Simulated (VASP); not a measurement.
A run of VASP 6.6.1 is set up as follows.

File INCAR:

```
ALGO     = Normal         # electronic algorithm
EDIFF    = 1E-6           # SCF threshold, eV
EDIFFG   = -0.005         # ionic threshold
ENCUT    = 600            # plane-wave cutoff, eV
GGA      = PE             # functional
IBRION   = 2              # ionic algorithm
ISIF     = 3              # what is computed and relaxed
ISMEAR   = 0              # smearing method
LASPH    = True           # aspherical terms in the spheres
LCHARG   = False          # write CHGCAR
LREAL    = False          # projectors in reciprocal space
LWAVE    = False          # write WAVECAR
NELM     = 80             # most SCF steps
NSW      = 100            # ionic steps
PREC     = Accurate       # precision mode
SIGMA    = 0.1            # smearing width, eV
```

Contents of KPOINTS:

```
k-points
0
Gamma
  14 14 14
```

The input POSCAR:

```
Ge
1.0
    0.0000000000      2.8289100000      2.8289100000
    2.8289100000      0.0000000000      2.8289100000
    2.8289100000      2.8289100000      0.0000000000
Ge
2
Direct
    0.0000000000      0.0000000000      0.0000000000
    0.2500000000      0.2500000000      0.2500000000
```

Potentials or basis: VASP PAW PBE potentials, release 64 (Ge_d).

Run with:

```sh
$ cat potpaw_PBE.64/Ge_d/POTCAR > POTCAR
$ mpirun -np 1 vasp_std > vasp.out
```

Q: Estimate the band gap on the k mesh.

A: Zero (filled and empty bands touch).

Q: Estimate the relaxed volume.

A: 23.85 Å³/atom.

Q: What does it give for the space group after relaxing (to 0.1 Å)?

A: Fd-3m (No. 227).

Final structure:
```xyz
2
Lattice="0.0000 2.8783 2.8783 2.8783 0.0000 2.8783 2.8783 2.8783 0.0000" Properties=species:S:1:pos:R:3 pbc="T T T"
Ge    0.0000    0.0000    0.0000
Ge    1.4391    1.4391    1.4391
```

Caveat: semilocal functionals underestimate gaps, so a narrow gap can read as zero. PBE usually gives volumes a little too large and moduli too small.
